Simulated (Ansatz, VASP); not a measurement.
## One calculation of Zn2SeS, two programs

Contents of INCAR:

```
SYSTEM = Zn2SeS
ALGO = Normal
EDIFF = 1E-6
ENCUT = 520
GGA = CA
ISIF = 2
ISMEAR = 0
LASPH = .True.
LCHARG = .False.
LREAL = .False.
LWAVE = .False.
NBANDS = 26
NELM = 60
PREC = Accurate
SIGMA = 0.05
```

File KPOINTS:

```
k-points
0
Gamma
  8 8 6
  0 0 0
```

POSCAR

```
Zn2SeS
1.0
    4.2513496777      0.0000000000      0.0000000000
    0.0000000000      4.2513496777      0.0000000000
    0.0000000000      0.0000000000      5.5221151400
Zn Se S
2 1 1
Direct
    0.5000000000      0.0000000000      0.7630636300
    0.0000000000      0.5000000000      0.2369363700
    0.0000000000      0.0000000000      0.5000000000
    0.5000000000      0.5000000000      0.0000000000
```

Input for Ansatz:

```yaml
crystal:
  lattice:
    - [4.2513496777, 0.0, 0.0]
    - [0.0, 4.2513496777, 0.0]
    - [0.0, 0.0, 5.52211514]
  atoms:
    - { symbol: Zn, position: [0.5, 0.0, 0.76306363] }
    - { symbol: Zn, position: [0.0, 0.5, 0.23693637] }
    - { symbol: Se, position: [0.0, 0.0, 0.5] }
    - { symbol: S, position: [0.5, 0.5, 0.0] }
basis:
  ecutwfc: 420
kpoints:
  mp_grid: { grid: [8, 8, 6] }
hamiltonian:
  xc: lda
scf:
  occupations: { method: gaussian, width: 0.05 }
output:
  forces: true
  stress: true
  eigenvalues: true
```

Change from the starting cell: strain +0.0875 x Voigt [1, 1, 0, 0, 0, 0], atoms carried along.

Alike in both runs: task single point; functional LDA; k mesh 8 × 8 × 6; occupations gaussian, width 0.05 eV; no spin polarisation.

```csv
,VASP,Ansatz
version,VASP 6.6.1,Ansatz 0.2.0
potentials or method,"VASP PAW LDA potentials, release 64 (Zn, Se, S), cutoff 520 eV","scalar-relativistic, plane waves, PAW"
valence electrons in the cell,36,46
```

|  | VASP | Ansatz | Ansatz less VASP |
| --- | --- | --- | --- |
| gap on the k mesh at the Fermi level (eV) | 0.64 | 0.61 | -0.026 |
| least direct gap on the mesh (eV) | 0.64 | 0.61 | -0.026 |
| pressure (GPa) | -10.5 | -10.6 | -0.11 |
| traceless stress, the component that is largest in VASP (GPa) | 2.19 | 2.20 | +0.007 |
| rms of the force components (eV/Å) | 0.019 | 0.020 | +0.0010 |

LDA's correlation is that of Perdew and Zunger in VASP and of Perdew and Wang (1992) in Ansatz. Atom by atom the forces differ by 0.001 eV/Å (rms over components). VASP's potentials hold 36 valence electrons a cell and Ansatz's 46, so a difference there can come from the potentials and not from the codes.
